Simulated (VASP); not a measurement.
# Ga3As3O in VASP: notebook, part 2 of 2

VASP 6.6.1. The steps go on from the part before.

## Step 3: Single point, PBE, collinear spin, ferromagnetic start

Contents of INCAR:

```
  PREC = Accurate
  ENCUT = 520
  EDIFF = 1E-6
  ISMEAR = 0
  SIGMA = 0.05
  LREAL = False
  LASPH = True
  NELM = 200
  ALGO = Normal
  ISIF = 2
  LWAVE = False
  LCHARG = False
  ISPIN = 2
  MAGMOM = 0 0 0 0 0 0 2
  LORBIT = 11
  LDIPOL = True
  IDIPOL = 3
  DIPOL = 0.5 0.5 0.325
  GGA = PE
  NBANDS = 43
  GGA_COMPAT = False
  NELMDL = -8
  KPAR = 4
```

Contents of KPOINTS:

```
Automatic mesh
0
Gamma
  7 5 1
```

Contents of POSCAR:

```
Ga3As3O
1.0
    4.0629609251      0.0000000000      0.0000000000
    0.0000000000      5.7458944437      0.0000000000
    0.0000000000      0.0000000000     19.8924416078
Ga As O
3 3 1
Direct
    0.5000000000      0.5000000000      0.2010813996
    0.0000000000      0.0635976529      0.3146195102
    0.5000000000      0.4877931194      0.3796180525
    0.0000000000      0.2500000000      0.2010813996
    0.5000000000      0.8095618192      0.2945553866
    0.0000000000      0.2894088168      0.4218909761
    0.3333333333      0.4560754834      0.4648865444
```

Potentials or basis: VASP PAW PBE potentials, release 64 (Ga_d, As, O).

Run with:

```sh
> cat potpaw_PBE.64/Ga_d/POTCAR potpaw_PBE.64/As/POTCAR potpaw_PBE.64/O/POTCAR > POTCAR
> mpirun -np 4 vasp_std > vasp.out
```

OUTCAR:

```text
PREC = Accurate
   ENCUT = 520
   EDIFF = 1E-6
   ISMEAR = 0
   LREAL = False
   LASPH = True
   NELM = 200
   ISIF = 2
   ISPIN = 2
   LORBIT = 11
   GGA = PE
   NELMDL = -8

 ion  position               nearest neighbor table
   1  0.500  0.500  0.201-   4 2.49   4 2.49   5 2.57
   2  0.000  0.064  0.315-   6 2.50   4 2.50   5 2.53   5 2.53
   3  0.500  0.488  0.380-   7 1.84   6 2.48   6 2.48   5 2.51
   4  0.000  0.250  0.201-   1 2.49   1 2.49   2 2.50
   5  0.500  0.810  0.295-   3 2.51   2 2.53   2 2.53   1 2.57
   6  0.000  0.289  0.422-   7 1.87   3 2.48   3 2.48   2 2.50
   7  0.333  0.456  0.465-   3 1.84   6 1.87

  LATTYP: Found a simple orthorhombic cell.
 ALAT       =     4.0629609251
 B/A-ratio  =     1.4142135624
 C/A-ratio  =     4.8960455132

  Lattice vectors:

 A1 = (   4.0629609251,   0.0000000000,   0.0000000000)
 A2 = (   0.0000000000,   5.7458944437,   0.0000000000)
 A3 = (   0.0000000000,   0.0000000000,  19.8924416078)

Analysis of symmetry for initial positions (statically):
=====================================================================
 Subroutine PRICEL returns:
 Original cell was already a primitive cell.

 Routine SETGRP: Setting up the symmetry group for a
 simple orthorhombic supercell.

 Subroutine GETGRP returns: Found  1 space group operations
 (whereof  1 operations were pure point group operations)
 out of a pool of  8 trial point group operations.

The static configuration has the point symmetry C_1 .

Analysis of symmetry for dynamics (positions and initial velocities):
=====================================================================
 Subroutine PRICEL returns:
 Original cell was already a primitive cell.

 Routine SETGRP: Setting up the symmetry group for a
 simple orthorhombic supercell.

 Subroutine GETGRP returns: Found  1 space group operations
 (whereof  1 operations were pure point group operations)
 out of a pool of  8 trial point group operations.

The dynamic configuration has the point symmetry C_1 .

Analysis of structural, dynamic, and magnetic symmetry:
=====================================================================
 Subroutine PRICEL returns:
 Original cell was already a primitive cell.

 Routine SETGRP: Setting up the symmetry group for a
 simple orthorhombic supercell.

 Subroutine GETGRP returns: Found  1 space group operations
 (whereof  1 operations were pure point group operations)
 out of a pool of  8 trial point group operations.

The overall configuration has the point symmetry C_1 .

 Subroutine INISYM returns: Found  1 space group operations
 (whereof  1 operations are pure point group operations),
 and found     1 'primitive' translations

----------------------------------------------------------------------------------------

                                     Primitive cell

  volume of cell :     464.3959

  direct lattice vectors                    reciprocal lattice vectors
     4.062960925  0.000000000  0.000000000     0.246125921  0.000000000  0.000000000
     0.000000000  5.745894444  0.000000000     0.000000000  0.174037308  0.000000000
     0.000000000  0.000000000 19.892441608     0.000000000  0.000000000  0.050270350

  length of vectors
     4.062960925  5.745894444 19.892441608     0.246125921  0.174037308  0.050270350
[... 100 lines left out ...]
   EFERMI_NEDOS =   21; number of points for ismear=-14 and -15
   IALGO  =     38    algorithm
   IMIX   =      4    mixing-type and parameters
     AMIX     =   0.40;   BMIX     =  1.00
     AMIX_MAG =   1.60;   BMIX_MAG =  1.00
  volume/ion in A,a.u.               =      66.34       447.70
  Fermi-wavevector in a.u.,A,eV,Ry     =   0.827616  1.563968  9.319297  0.684949
  Thomas-Fermi vector in A             =   1.939851
   LORBIT       =     11    0 simple, 1 ext, 2 COOP (PROOUT), +10 PAW based schemes
   GGA     = PE    functional components
   LHFCALC =     F    Hartree Fock is set to
   AEXX    =    0.0000 exact exchange contribution
   IVDW    =     0    specifies the selected vdW correction
   LEPSILON=     F    determine dielectric tensor
   LRPA    =     F    only Hartree local field effects (RPA)
 spin polarized calculation
 Gauss-broadening in eV      SIGMA  =   0.05
  energy-cutoff  :      520.00
  volume of cell :      464.40
 maximum number of plane-waves:     12539
 NGX is ok and might be reduce to    30
   NGX = 15   NGY = 21   NGZ = 73

 number of electron      60.0000039 magnetization      -0.0000093

 number of electron      60.0000039 magnetization       0.0000047

 dipolmoment           0.000000      0.000000      0.208109 electrons x Angstroem

 Free energy of the ion-electron system (eV)
  ---------------------------------------------------
  ext. energy  EPLUGINS =         0.00000000
  ---------------------------------------------------
  free energy    TOTEN  =       -27.89139513 eV

  energy without entropy =      -27.89139513  energy(sigma->0) =      -27.89139513

 E-fermi :  -2.4998     XC(G=0):  -3.7487

 val. band max:       -2.7133202333   @ k =   0.1429   0.4000   0.0000
 cond. band min:      -2.2833595349   @ k =   0.4286   0.0000   0.0000
 fundamental gap:      0.4299606984
 Fermi energy:        -2.4998277063

 spin component 1

 k-point     1 :       0.0000    0.0000    0.0000
  band No.  band energies     occupation
      1     -21.5978      1.00000
      2     -17.4998      1.00000
      3     -17.4774      1.00000
      4     -17.4246      1.00000
      5     -17.3683      1.00000
      6     -17.3425      1.00000
[... 799 lines left out ...]
     41       3.9327      0.00000
     42       4.2439      0.00000
 Fermi energy:        -2.4998277063

 spin component 2

 k-point     1 :       0.0000    0.0000    0.0000
  band No.  band energies     occupation
      1     -21.5978      1.00000
      2     -17.4998      1.00000
      3     -17.4774      1.00000
      4     -17.4246      1.00000
      5     -17.3683      1.00000
      6     -17.3425      1.00000
[... 799 lines left out ...]
     41       3.9318      0.00000
     42       4.2428      0.00000
 [bands above 42 left out]

------------------------ aborting loop because EDIFF is reached ----------------------------------------

 vacuum level on the upper side and lower side of the slab       (xc-potential included)         0.786        -0.784

  FORCE on cell =-STRESS in cart. coord.  units (eV):
  Direction    XX          YY          ZZ          XY          YZ          ZX
  --------------------------------------------------------------------------------------
  -------------------------------------------------------------------------------------
  Total        1.1305862     -0.4701886      1.5847133     -1.3437300     -0.5580436     -2.8253212
  in kB        3.9005503     -1.6221623      5.4672998     -4.6359016     -1.9252641     -9.7474280
  external PRESSURE =       2.5818959 kB  Pullay stress =       0.0000000 kB

 VOLUME and BASIS-vectors are now :
 -----------------------------------------------------------------------------
  energy-cutoff  :      520.00
  volume of cell :      464.40
      direct lattice vectors                 reciprocal lattice vectors
     4.062960925  0.000000000  0.000000000     0.246125921  0.000000000  0.000000000
     0.000000000  5.745894444  0.000000000     0.000000000  0.174037308  0.000000000
     0.000000000  0.000000000 19.892441608     0.000000000  0.000000000  0.050270350

 POSITION                                       TOTAL-FORCE (eV/Angst)
 -----------------------------------------------------------------------------------
      2.03148      2.87295      4.00000         0.126241     -0.420091      0.936181
      0.00000      0.36543      6.25855         0.723575     -0.129895     -0.421248
      2.03148      2.80281      7.55153         1.304793      0.932069     -0.826712
      0.00000      1.43647      4.00000        -0.135570      0.415975     -0.949077
      2.03148      4.65166      5.85943        -0.263112      0.091709      0.063045
      0.00000      1.66291      8.39244        -0.713560     -1.081057      1.064176
      1.35432      2.62056      9.24773        -1.042367      0.191291      0.133634
 -----------------------------------------------------------------------------------
    total drift:                               -0.000076      0.000563      0.000009

  FREE ENERGIE OF THE ION-ELECTRON SYSTEM (eV)
  ---------------------------------------------------
  free  energy   TOTEN  =       -27.8913951267 eV

  energy  without entropy=      -27.8913951266  energy(sigma->0) =      -27.89139513

 vacuum level on the upper side and lower side of the slab         3.633         2.020

 total charge

# of ion       s       p       d       tot
------------------------------------------
    1        0.972   0.585   9.963  11.520
    2        0.904   0.696   9.986  11.587
    3        0.900   0.758  10.056  11.714
    4        1.262   1.457   0.023   2.742
    5        1.240   1.487   0.027   2.754
    6        1.267   1.404   0.077   2.748
    7        1.600   3.335   0.000   4.935
--------------------------------------------------
tot          8.145   9.723  30.131  47.999

 magnetization (x)

# of ion       s       p       d       tot
------------------------------------------
    1       -0.000   0.000   0.000   0.000
    2       -0.000  -0.000  -0.000  -0.000
    3       -0.000  -0.000  -0.000  -0.000
    4       -0.000   0.000   0.000   0.000
    5       -0.000   0.000   0.000   0.000
    6       -0.000  -0.000  -0.000  -0.000
    7        0.000  -0.000   0.000  -0.000
--------------------------------------------------
tot         -0.000  -0.000  -0.000  -0.000
```

Wall time 7.1 min (4 MPI ranks of Intel Xeon Platinum 8375C at 2.90GHz (Ice Lake), shared host); peak memory 1 GiB.

Results:

| Item | Value |
| --- | --- |
| Free energy | -27.8914 eV |
| Largest force | 1.804 eV/Å |
| Band gap on the k mesh | 0.43 eV (least direct gap 0.68 eV) |
| Net moment | 0.00 μB per cell |
| Valence electrons inside the program's atomic spheres | Ga 11.52, 11.59, 11.71; As 2.74, 2.75 (each value once); O 4.93 |

Forces in eV/Å, atoms in the order of the input:
```
Ga   0.126 -0.420  0.936
Ga   0.724 -0.130 -0.421
Ga   1.305  0.932 -0.827
As  -0.136  0.416 -0.949
As  -0.263  0.092  0.063
As  -0.714 -1.081  1.064
O   -1.042  0.191  0.134
```

Levels at points of the mesh, in eV from the valence-band top:
Spin up:
| k point | band 28 | band 29 | band 30 | band 31 | band 32 | band 33 |
| --- | --- | --- | --- | --- | --- | --- |
| (0.00, 0.00, 0.00) | -0.62 | -0.33 | -0.09 | 0.91 | 1.97 | 2.31 |
Spin down:
```csv
k point,band 27,band 28,band 29,band 30,band 31,band 32,band 33,band 34
"(0.00, 0.00, 0.00)",-1.60,-0.62,-0.33,-0.09,0.91,1.97,2.31,3.16
```

Caveat: semilocal functionals underestimate gaps, and a narrow one can read as zero.

## Step 4: Single point, PBE, collinear spin, ferromagnetic start

Contents of INCAR:

```
PREC = Accurate
ENCUT = 520
EDIFF = 1E-6
ISMEAR = 0
SIGMA = 0.05
LREAL = F
LASPH = T
NELM = 200
ALGO = Normal
ISIF = 2
LWAVE = F
LCHARG = F
ISPIN = 2
MAGMOM = 0 0 0 0 0 0 2
LORBIT = 11
LDIPOL = T
IDIPOL = 3
DIPOL = 0.5 0.5 0.324
GGA = PE
NBANDS = 43
GGA_COMPAT = F
NELMDL = -8
KPAR = 4
```

KPOINTS is that of step 3.

Changes to POSCAR since step 3:

```diff
@@ -14,2 +14,2 @@
     0.0000000000      0.2894088168      0.4218909761
-    0.3333333333      0.4560754834      0.4648865444
+    0.3333333333      0.6227421501      0.4519978616
```

Run with:

```sh
> cat potpaw_PBE.64/Ga_d/POTCAR potpaw_PBE.64/As/POTCAR potpaw_PBE.64/O/POTCAR > POTCAR
> mpirun -np 4 vasp_std > vasp.out
```

Wall time 12 min (4 MPI ranks of Intel Xeon Platinum 8259CL at 2.50GHz (Skylake/Cascade Lake), shared host); peak memory 1 GiB.

Results (log left out):

| Quantity | Value |
| --- | --- |
| Free energy | -27.2229 eV |
| Largest force | 1.998 eV/Å |
| Band gap on the k mesh | 0.02 eV (least direct gap 0.16 eV) |
| Net moment | 0.00 μB per cell |
| Valence electrons inside the program's atomic spheres | Ga 11.52, 11.59, 11.79; As 2.74, 2.75, 2.67; O 4.84 |

Forces on the atoms (eV/Å):
```
Ga   0.086 -0.266  0.962
Ga   0.355  0.064 -0.598
Ga   1.346  0.530 -0.707
As  -0.011  0.411 -0.937
As  -0.040 -0.078 -0.358
As   0.060  0.213  1.595
O   -1.796 -0.874  0.044
```

Levels at points of the mesh, in eV from the valence-band top:
Spin up:
```csv
k point,band 27,band 28,band 29,band 30,band 31,band 32,band 33,band 34
"(0.00, 0.00, 0.00)",-1.07,-0.71,-0.55,0.00,0.94,1.25,1.96,3.04
```
Spin down:
| k point | band 28 | band 29 | band 30 | band 31 | band 32 | band 33 |
| --- | --- | --- | --- | --- | --- | --- |
| (0.00, 0.00, 0.00) | -0.71 | -0.55 | 0.00 | 0.94 | 1.25 | 1.96 |

Caveat: the smearing spreads over this small gap; semilocal functionals underestimate gaps, and a narrow one can read as zero.

## Step 5: Overview

| cell | gap on the mesh (eV) | moment (μB) | largest force (eV/Å) |
| --- | --- | --- | --- |
| as given, atomic positions A | 0.38 | 0.00 | 1.51 |
| as given, atomic positions B | 0.43 | 0.00 | 1.80 |
| as given, atomic positions C | 0.02 | 0.00 | 2.00 |

Alike in all rows: task single point; level PBE; potentials or basis VASP PAW PBE potentials, release 64 (Ga_d, As, O); spin collinear, ferromagnetic start; k mesh 7 × 5 × 1; cutoff (eV) 520; smearing gaussian 0.05 eV.

Caveats: semilocal functionals underestimate gaps, and a narrow one can read as zero; the smearing spreads over this small gap (at least some runs).

Total energies depend on the potentials used, so only differences within one code and one set of settings carry meaning.

The gap in the log of VASP goes by the Fermi energy; the results here count the filled bands.